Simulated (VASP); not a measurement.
# Ta3N (P-3m1) in VASP: settings compared, part 2 of 2

VASP 6.6.1.

**4. Single point, PBEsol**

This run uses another cell than the first one, of 14.08 Å³/atom, 1.088 times its volume.

INCAR

```
ALGO = Normal
EDIFF = 1E-6
ENCUT = 600
GGA = PS
GGA_COMPAT = False
ISIF = 2
ISMEAR = -1
LASPH = True
LCHARG = False
LREAL = False
LWAVE = False
NBANDS = 30
NELM = 120
PREC = Accurate
SIGMA = 0.05
```

KPOINTS

```
k-points
0
Gamma
  10 10 4
```

POSCAR

```
Ta3N
1.0
    2.9703244971      0.0000000000      0.0000000000
   -1.4851622486      2.5723764720      0.0000000000
    0.0000000000      0.0000000000      7.3705400853
Ta N
3 1
Direct
    0.6666666667      0.3333333333      0.8260700000
    0.3333333333      0.6666666667      0.1739300000
    0.0000000000      0.0000000000      0.5000000000
    0.0000000000      0.0000000000      0.0000000000
```

Potentials or basis: VASP PAW PBE potentials, release 64 (Ta_sv_GW, N).

Run with:

```sh
> cat potpaw_PBE.64/Ta_sv_GW/POTCAR potpaw_PBE.64/N/POTCAR > POTCAR
> mpirun -np 1 vasp_std > vasp.out
```

OUTCAR:

```text
EDIFF = 1E-6
   ENCUT = 600
   GGA = PS
   ISIF = 2
   ISMEAR = -1
   LASPH = True
   LREAL = False
   NELM = 120
   PREC = Accurate

 ion  position               nearest neighbor table
   1  0.667  0.333  0.826-   4 2.14   4 2.14   4 2.14   3 2.95   3 2.95   3 2.95   2 3.08   2 3.08
                             2 3.08
   2  0.333  0.667  0.174-   4 2.14   4 2.14   4 2.14   3 2.95   3 2.95   3 2.95   1 3.08   1 3.08
                             1 3.08
   3  0.000  0.000  0.500-   1 2.95   2 2.95   1 2.95   2 2.95   1 2.95   2 2.95
   4  0.000  0.000  0.000-   1 2.14   2 2.14   1 2.14   2 2.14   1 2.14   2 2.14

  LATTYP: Found a hexagonal cell.
 ALAT       =     2.9703244971
 C/A-ratio  =     2.4813922157

  Lattice vectors:

 A1 = (   2.9703244971,   0.0000000000,   0.0000000000)
 A2 = (  -1.4851622486,   2.5723764720,   0.0000000000)
 A3 = (   0.0000000000,   0.0000000000,   7.3705400853)

Analysis of symmetry for initial positions (statically):
=====================================================================
[... 169 lines left out ...]
  ext. energy  EPLUGINS =         0.00000000
  ---------------------------------------------------
  free energy    TOTEN  =       -55.94863889 eV

  energy without entropy =      -55.92406898  energy(sigma->0) =      -55.93635394

 E-fermi :  11.8533     XC(G=0): -13.5490

 val. band max:       11.8441769864   @ k =   0.2000   0.0000   0.2500
 cond. band min:      11.8546007642   @ k =   0.2000   0.2000   0.0000
 fundamental gap:      0.0104237778
 Fermi energy:        11.8532629849

 k-point     1 :       0.0000    0.0000    0.0000
  band No.  band energies     occupation
      1     -56.3433      2.00000
      2     -56.3068      2.00000
      3     -55.7505      2.00000
      4     -23.2587      2.00000
      5     -22.9107      2.00000
      6     -22.4612      2.00000
[... 781 lines left out ...]
     29      17.1313      0.00000
     30      17.9311      0.00000

 [... further k-points ...]
[... 5 lines left out ...]
  --------------------------------------------------------------------------------------
  -------------------------------------------------------------------------------------
  Total        2.7234299      2.7234299      3.1410332     -0.0000000      0.0000000      0.0000000
  in kB       77.4798998     77.4798998     89.3604558     -0.0000000      0.0000000      0.0000000
  external PRESSURE =      81.4400851 kB  Pullay stress =       0.0000000 kB

 VOLUME and BASIS-vectors are now :
 -----------------------------------------------------------------------------
  energy-cutoff  :      600.00
  volume of cell :       56.32
      direct lattice vectors                 reciprocal lattice vectors
     2.970324497  0.000000000  0.000000000     0.336663553  0.194372793  0.000000000
    -1.485162249  2.572376472  0.000000000     0.000000000  0.388745586  0.000000000
     0.000000000  0.000000000  7.370540085     0.000000000  0.000000000  0.135675268

 POSITION                                       TOTAL-FORCE (eV/Angst)
 -----------------------------------------------------------------------------------
      1.48516      0.85746      6.08858        -0.000000     -0.000000     -0.069134
     -0.00000      1.71492      1.28196         0.000000      0.000000      0.069134
      0.00000      0.00000      3.68527         0.000000      0.000000      0.000000
      0.00000      0.00000      0.00000         0.000000      0.000000      0.000000
 -----------------------------------------------------------------------------------
    total drift:                                0.000000     -0.000000      0.000000

  FREE ENERGIE OF THE ION-ELECTRON SYSTEM (eV)
  ---------------------------------------------------
  free  energy   TOTEN  =       -55.9486388850 eV

  energy  without entropy=      -55.9240689850  energy(sigma->0) =      -55.93635394
```

OSZICAR:

```text
N       E                     dE             d eps       ncg     rms          rms(c)
DAV:   1     0.420506439236E+03    0.42051E+03   -0.29880E+04  3000   0.166E+03
DAV:   2    -0.308925162040E+02   -0.45140E+03   -0.43919E+03  3786   0.432E+02
[... 12 lines left out ...]
DAV:  15    -0.559487210950E+02    0.32246E-05   -0.75550E-06  3564   0.181E-02    0.214E+00
DAV:  16    -0.559487882048E+02   -0.67110E-04   -0.14452E-04  3716   0.738E-02    0.205E+00
DAV:  17    -0.559486816596E+02    0.10655E-03   -0.17497E-04  4038   0.598E-02    0.141E+00
DAV:  18    -0.559486516050E+02    0.30055E-04   -0.66730E-05  3416   0.457E-02    0.628E-01
DAV:  19    -0.559486388492E+02    0.12756E-04   -0.51827E-05  4210   0.320E-02    0.336E-01
DAV:  20    -0.559486388850E+02   -0.35840E-07   -0.21322E-06  2762   0.838E-03
   1 F= -.55948639E+02 E0= -.55936354E+02  d E =-.245699E-01
```

stdout:

```text
POSCAR found type information on POSCAR TaN
 POSCAR found :  2 types and       4 ions
 scaLAPACK will be used
 -----------------------------------------------------------------------------
|                                                                             |
|                                                                             |
|     You enforced a specific xc type in the INCAR file but a different       |
|     I HOPE YOU KNOW WHAT YOU ARE DOING!                                     |
|                                                                             |
 -----------------------------------------------------------------------------

 LDA part: xc-table for (Slater+PW92), standard interpolation
 POSCAR, INCAR and KPOINTS ok, starting setup
 FFT: planning ... GRIDC
 FFT: planning ... GRID_SOFT
 FFT: planning ... GRID
 WAVECAR not read
 entering main loop
```

It took 2 min on 1 thread of AMD EPYC 9R14 (Zen 4), shared host; peak memory 0.21 GiB.

What came out:

- Free energy: -55.9486 eV
- Pressure: 8.1 GPa
- Largest force: 0.069 eV/Å
- Band gap on the k mesh: zero (band 22 reaches 12.37 eV, above the bottom of band 23 at 11.59 eV)

Forces in eV/Å, atoms in the order of the input:
```
Ta   0.000  0.000 -0.069
Ta   0.000  0.000  0.069
Ta   0.000  0.000  0.000
N    0.000  0.000  0.000
```

Levels at points of the mesh, in eV from the Fermi level:
```
           k point  band 19  band 20  band 21  band 22  band 23  band 24  band 25  band 26
(0.00, 0.00, 0.00)    -1.30    -0.56    -0.56    -0.38     0.25     0.25     0.99     1.98
(0.50, 0.00, 0.00)    -3.31    -1.12    -0.54     0.22     0.70     1.08     3.76     4.36
(0.00, 0.00, 0.50)    -1.33    -1.19    -0.33    -0.33     0.55     0.55     1.29     1.34
(0.50, 0.00, 0.50)    -3.11    -1.33    -1.27     0.29     1.05     1.31     2.57     4.73
```

Caveat: the PAW data sets were made with another functional, which shifts forces and pressure a little; spin-orbit coupling is left out, which moves the levels of the heavy elements.

**5. Single point, LDA**

This run uses another cell than the first one, of 14.24 Å³/atom, 1.101 times its volume.

INCAR

```
PREC = Accurate ; ENCUT = 520
EDIFF = 1E-6 ; ISMEAR = -1
SIGMA = 0.05 ; LREAL = False
LASPH = True ; NELM = 100
ALGO = Normal ; ISIF = 2
LWAVE = False ; LCHARG = True
GGA = CA ; LELF = True
LVHAR = True ; NBANDS = 27
```

KPOINTS

```
Automatic mesh
0
Gamma
  7 7 3
```

POSCAR

```
Ta3N
1.0
    2.9877232264      0.0000000000      0.0000000000
   -1.4938616132      2.5874442135      0.0000000000
    0.0000000000      0.0000000000      7.3696403020
Ta N
3 1
Direct
    0.6666666667      0.3333333333      0.8287410405
    0.3333333333      0.6666666667      0.1712589595
    0.0000000000      0.0000000000      0.5000000000
    0.0000000000      0.0000000000      0.0000000000
```

Potentials or basis: VASP PAW LDA potentials, release 64 (Ta_pv, N).

Run with:

```sh
> cat potpaw_LDA.64/Ta_pv/POTCAR potpaw_LDA.64/N/POTCAR > POTCAR
> mpirun -np 1 vasp_std > vasp.out
```

It took 27 s on 1 thread of Intel Xeon Platinum 8259CL at 2.50GHz (Skylake/Cascade Lake), shared host; peak memory 0.16 GiB.

Results (log left out):

```yaml
Free_energy: -49.8494 eV
Pressure: 1.3 GPa
Largest_force: 0.065 eV/Å
Band_gap_on_the_k_mesh: zero (band 19 reaches 7.53 eV, above the bottom of band 20 at 6.85 eV)
```

Forces in eV/Å, atoms in the order of the input:
```
Ta   0.000  0.000 -0.065
Ta   0.000  0.000  0.065
Ta   0.000  0.000  0.000
N    0.000  0.000  0.000
```

Levels at points of the mesh, in eV from the Fermi level:
| k point | band 16 | band 17 | band 18 | band 19 | band 20 | band 21 | band 22 | band 23 |
| --- | --- | --- | --- | --- | --- | --- | --- | --- |
| (0.00, 0.00, 0.00) | -1.26 | -0.64 | -0.64 | -0.38 | 0.23 | 0.23 | 1.07 | 1.99 |

Caveat: spin-orbit coupling is left out, which moves the levels of the heavy elements.

**6. Relaxation of cell and atoms, LDA**

This run uses another cell than the first one, of 14.98 Å³/atom, 1.158 times its volume.

INCAR

```
SYSTEM = Ta3N
ALGO = Normal ; EDIFF = 1E-7
EDIFFG = -0.01 ; ENCUT = 600
GGA = CA ; IBRION = 2
ISIF = 3 ; ISMEAR = -1
LASPH = .TRUE. ; LCHARG = .FALSE.
LREAL = .FALSE. ; LWAVE = .FALSE.
NELM = 100 ; NSW = 60
PREC = Accurate ; SIGMA = 0.05
```

KPOINTS

```
k-points
0
G
  7 7 3
  0 0 0
```

POSCAR

```
Ta3N
1.0
    3.0322239879      0.0000000000      0.0000000000
   -1.5161119940      2.6259830035      0.0000000000
    0.0000000000      0.0000000000      7.5241370000
Ta N
3 1
Direct
    0.6666666667      0.3333333333      0.8260700000
    0.3333333333      0.6666666667      0.1739300000
    0.0000000000      0.0000000000      0.5000000000
    0.0000000000      0.0000000000      0.0000000000
```

Potentials or basis: VASP PAW LDA potentials, release 64 (Ta_pv, N).

Run with:

```sh
> cat potpaw_LDA.64/Ta_pv/POTCAR potpaw_LDA.64/N/POTCAR > POTCAR
> mpirun -np 1 vasp_std > vasp.out
```

Wall time 3.2 min (1 thread of Intel Xeon Platinum 8259CL at 2.50GHz (Skylake/Cascade Lake), shared host); peak memory 0.19 GiB.

It converged, with:

* Free energy: -49.8527 eV
* Relaxed volume: 14.30 Å³/atom
* Relaxed cell: a = 2.992 Å, b = 2.992 Å, c = 7.382 Å, α = 90.00°, β = 90.00°, γ = 120.00°
* Space group after relaxing (to 0.05 Å): P-3m1 (No. 164)
* Energy gained by relaxing: 30.0 meV/atom
* Ionic steps: 14
* Pressure after relaxing: 0.0 GPa
* Band gap on the k mesh: zero (band 19 reaches 7.48 eV, above the bottom of band 20 at 6.82 eV)

Forces in eV/Å, atoms in the order of the input:
```
Ta   0.000  0.000  0.002
Ta   0.000  0.000 -0.002
Ta   0.000  0.000  0.000
N    0.000  0.000  0.000
```

Step by step:
```
step  energy change (eV)  largest force (eV/Å)  pressure (GPa)  volume (Å³)
   1              0.0000                0.6460          -12.28        59.91
   2              0.7714                1.7624           46.04        50.50
   3             -0.1175                0.2062           -0.54        57.23
   4             -0.1178                0.1814            0.08        57.11
   5             -0.1178                0.1702            0.36        57.06
   6             -0.1194                0.0174            0.27        57.14
   7             -0.1195                0.0120            0.25        57.16
   8             -0.1196                0.0202           -0.58        57.33
   9             -0.1197                0.0073           -0.25        57.26
  10             -0.1199                0.0112           -0.09        57.23
  11             -0.1199                0.0126            0.00        57.21
  12             -0.1199                0.0131            0.02        57.21
  13             -0.1199                0.0130            0.01        57.21
  14             -0.1199                0.0023            0.01        57.22
```

Final structure:
```xyz
4
Lattice="2.9916 0.0000 0.0000 -1.4958 2.5908 0.0000 0.0000 0.0000 7.3824" Properties=species:S:1:pos:R:3 pbc="T T T"
Ta    1.4958    0.8636    6.1166
Ta    0.0000    1.7272    1.2658
Ta    0.0000    0.0000    3.6912
N    -1.4958    2.5908    0.0000
```

Levels at points of the mesh, in eV from the Fermi level:
```csv
k point,band 16,band 17,band 18,band 19,band 20,band 21,band 22,band 23
"(0.00, 0.00, 0.00)",-1.26,-0.63,-0.63,-0.38,0.23,0.23,1.06,1.98
```

Caveat: spin-orbit coupling is left out, which moves the levels of the heavy elements.

**7. Overview**

| task | level | potentials or basis | cell | k mesh | cutoff (eV) | second run | gap on the mesh (eV) | pressure (GPa) | largest force (eV/Å) |
| --- | --- | --- | --- | --- | --- | --- | --- | --- | --- |
| single point | LDA | VASP PAW LDA potentials, release 64 (Ta_pv, N) | a = 2.859, b = 2.859, c = 7.309 Å, angles 90.0, 90.0, 120.0°, 4 atoms | 7 × 7 × 3 | 520 | - | none | 31.8 | 0.07 |
| relaxation of cell and atoms | LDA | VASP PAW LDA potentials, release 64 (Ta_pv, N) | relaxed to 30 GPa from a = 3.032, b = 3.032, c = 7.524 Å, angles 90.0, 90.0, 120.0°, 4 atoms | 7 × 7 × 3 | 600 | - | none | 30.0 | - |
| single point | PBEsol | VASP PAW PBE potentials, release 64 (Ta_sv_GW, N) | a = 2.970, b = 2.970, c = 7.371 Å, angles 90.0, 90.0, 120.0°, 4 atoms | 10 × 10 × 4 | 600 | valence_matched | none | 8.1 | 0.07 |
| single point | LDA | VASP PAW LDA potentials, release 64 (Ta_pv, N) | a = 2.988, b = 2.988, c = 7.370 Å, angles 90.0, 90.0, 120.0°, 4 atoms | 7 × 7 × 3 | 520 | - | none | 1.3 | 0.06 |
| relaxation of cell and atoms | LDA | VASP PAW LDA potentials, release 64 (Ta_pv, N) | relaxed from a = 3.032, b = 3.032, c = 7.524 Å, angles 90.0, 90.0, 120.0°, 4 atoms | 7 × 7 × 3 | 600 | - | none | 0.0 | - |

Alike in all rows: no spin polarisation; smearing fermi-dirac 0.05 eV.

Caveats: some runs use coarse meshes; spin-orbit coupling is left out, which moves the levels of the heavy elements; the cell is relaxed towards a set pressure, so the enthalpy falls and the energy may rise (some runs); the PAW data sets were made with another functional, which shifts forces and pressure a little (some runs).

Absolute energies hang on the potentials; compare differences alone.
